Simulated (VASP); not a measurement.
Set up this calculation in VASP 6.6.1, as the native input.

| Quantity | Value |
| --- | --- |
| Task | electric field gradients |
| Functional | PBEsol |
| Potentials or basis | VASP PAW PBE potentials, release 64 (Zn) |
| Cutoff | 400 eV |
| k mesh | 18 × 18 × 9 |
| Occupations | fermi-dirac, width 0.03 eV |
| Spin | no spin polarisation |
| Dipole correction | no |
| Further INCAR settings | ALGO = Normal; EDIFF = 1e-08; NBANDS = 19 |

The structure of Zn lies in POSCAR:

```
Zn
1.0
    2.6013852309      0.0000000000      0.0000000000
   -1.3006926154      2.2528656950      0.0000000000
    0.0000000000      0.0000000000      4.9218926302
Zn
2
Direct
    0.3333333333      0.6666666667      0.2500000000
    0.6666666667      0.3333333333      0.7500000000
```

This cell differs from its parent crystal: z stretched by +1 % at fixed volume.

The input as run:

INCAR

```
PREC = Accurate
ENCUT = 400
EDIFF = 1E-8
ISMEAR = -1
SIGMA = 0.03
LREAL = False
LASPH = True
NELM = 120
ALGO = Normal
ISIF = 2
LWAVE = False
LCHARG = False
GGA = PS
LEFG = True
NBANDS = 19
GGA_COMPAT = False
```

KPOINTS

```
Automatic mesh
0
Gamma
  18 18 9
```

Potentials or basis: VASP PAW PBE potentials, release 64 (Zn).

Launch:

```console
$ cat potpaw_PBE.64/Zn/POTCAR > POTCAR
$ mpirun -np 1 vasp_std > vasp.out
```

It gave:

```yaml
Pressure: -1.2 GPa
Band_gap_on_the_k_mesh: zero (band 12 reaches 5.05 eV, above the bottom of band 13 at 0.11 eV)
```

Caveat: without QUAD_EFG the Cq values of the log hold for a quadrupole moment of 1 mb, not for the nuclei; the PAW data sets were made with another functional, which shifts forces and pressure a little.

Run time: 62 s on 1 thread of AMD EPYC 7R13, on a shared host, peak memory 0.14 GiB.
